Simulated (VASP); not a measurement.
Wanted: the native input for a VASP 6.6.1 run.

```yaml
Task: single point
Functional: r2SCAN
Dispersion: rVV10
Potentials_or_basis: VASP PAW PBE potentials, release 64 (Nb_sv, P, Pd)
Cutoff: 520 eV
k_mesh: 6 × 6 × 6
Occupations: fermi-dirac, width 0.03 eV
Spin: no spin polarisation
Dipole_correction: no
Further_INCAR_settings: ALGO = Normal; EDIFF = 1e-06; NBANDS = 33
```

Crystal: NbP3Pd2.

```
Nb P Pd
1.0
    -2.30508    3.23851    3.24947
     2.30508   -3.23851    3.24947
     2.30508    3.23851   -3.24947
Nb P Pd
1 3 2
Direct
  0.99459 0.99459 0.00000
  0.65650 0.38994 0.73344
  0.65650 0.92307 0.26656
  0.13848 0.63848 0.50000
  0.61149 0.40196 0.20953
  0.19243 0.40196 0.79047
```

These files were run (other wordings do the same):

POSCAR

```
NbP3Pd2
1.0
   -2.3050786397      3.2385111419      3.2494653247
    2.3050786397     -3.2385111419      3.2494653247
    2.3050786397      3.2385111419     -3.2494653247
Nb P Pd
1 3 2
Direct
   -0.0054085595     -0.0054085595      0.0000000000
    0.6565049844      0.3899404576      0.7334354733
    0.6565049844      0.9230695111      0.2665645267
    0.1384804484      0.6384804484      0.5000000000
    0.6114918838      0.4019590713      0.2095328125
    0.1924262587      0.4019590713      0.7904671875
```

INCAR.step1

```
SYSTEM = NbP3Pd2
PREC = Accurate
ENCUT = 520
ISMEAR = -1
SIGMA = 0.03
LREAL = .FALSE.
LASPH = .TRUE.
NELM = 60
NBANDS = 33
GGA = PE
ALGO = Normal
EDIFF = 1E-4
LWAVE = .TRUE.
LCHARG = .FALSE.
```

INCAR.step2

```
SYSTEM = NbP3Pd2
PREC = Accurate
ENCUT = 520
EDIFF = 1E-6
ISMEAR = -1
SIGMA = 0.03
LREAL = .FALSE.
LASPH = .TRUE.
NELM = 60
ALGO = Normal
ISIF = 2
LWAVE = .FALSE.
LCHARG = .FALSE.
METAGGA = R2SCAN
LMIXTAU = .TRUE.
LUSE_VDW = .TRUE.
IVDW_NL = 2
BPARAM = 11.95
CPARAM = 0.0093
NBANDS = 33
ISTART = 1
```

KPOINTS

```
Automatic mesh
0
G
  6 6 6
  0 0 0
```

Potentials or basis: VASP PAW PBE potentials, release 64 (Nb_sv, P, Pd).

The run is started by

```sh
$ cat potpaw_PBE.64/Nb_sv/POTCAR potpaw_PBE.64/P/POTCAR potpaw_PBE.64/Pd/POTCAR > POTCAR
$ cp INCAR.step1 INCAR
$ mpirun -np 1 vasp_std > vasp.out
$ cp INCAR.step2 INCAR
$ mpirun -np 1 vasp_std > vasp.out
```

It gave:

```json
{
 "Pressure": "0.1 GPa",
 "Largest force": "0.088 eV/Å",
 "Band gap on the k mesh": "zero (bands 24 and 25 overlap by 0.99 eV)"
}
```

Caveat: the PAW data sets were made with another functional, which shifts forces and pressure a little.

Run time: 10 min on 1 thread of Intel(R) Xeon(R) Platinum 8375C CPU @ 2.90GHz (Ice Lake) (shared host), peak memory 0.58 GiB.
